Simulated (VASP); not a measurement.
Write the native input for VASP 6.6.1 that does the following.

| Quantity | Value |
| --- | --- |
| Task | single point |
| Functional | PBEsol |
| Potentials or basis | VASP PAW PBE potentials, release 64 (Si, O) |
| Cutoff | 600 eV |
| k mesh | 6 × 6 × 8 |
| Occupations | gaussian, width 0.05 eV |
| Spin | no spin polarisation |
| Dipole correction | no |
| Further INCAR settings | ALGO = Normal; EDIFF = 1e-06; NBANDS = 25 |

The structure of SiO2 lies in POSCAR:

```
SiO2
1.0
    4.1945023701      0.0000000000      0.0000000000
    0.0000000000      4.1945023701      0.0000000000
    0.0000000000      0.0000000000      2.6782433353
Si O
2 4
Direct
    0.5000000000      0.5000000000      0.5000000000
    0.0000000000      0.0000000000      0.0000000000
    0.6939453723      0.6939453723      0.0000000000
    0.1939453723      0.8060546277      0.5000000000
    0.3060546277      0.3060546277      0.0000000000
    0.8060546277      0.1939453723      0.5000000000
```

These files were run (other wordings do the same):

INCAR

```
PREC = Accurate ; ENCUT = 600
EDIFF = 1E-6 ; ISMEAR = 0
SIGMA = 0.05 ; LREAL = F
LASPH = T ; NELM = 120
ALGO = Normal ; ISIF = 2
LWAVE = F ; LCHARG = T
GGA = PS ; LELF = T
LVHAR = T ; NBANDS = 25
GGA_COMPAT = F
```

KPOINTS

```
regular mesh
0
Gamma
  6 6 8
```

Potentials or basis: VASP PAW PBE potentials, release 64 (Si, O).

Run with:

```console
$ cat potpaw_PBE.64/Si/POTCAR potpaw_PBE.64/O/POTCAR > POTCAR
$ mpirun -np 1 vasp_std > vasp.out
```

Results of the run:

* Pressure: 0.4 GPa
* Largest force: 0.034 eV/Å
* Band gap on the k mesh: 5.36 eV, direct

Caveat: the PAW data sets were made with another functional, which shifts forces and pressure a little.

It took 21 s on 1 thread of Intel(R) Xeon(R) Platinum 8481C CPU @ 2.70GHz (Sapphire Rapids), on a shared host, peak memory 0.2 GiB.
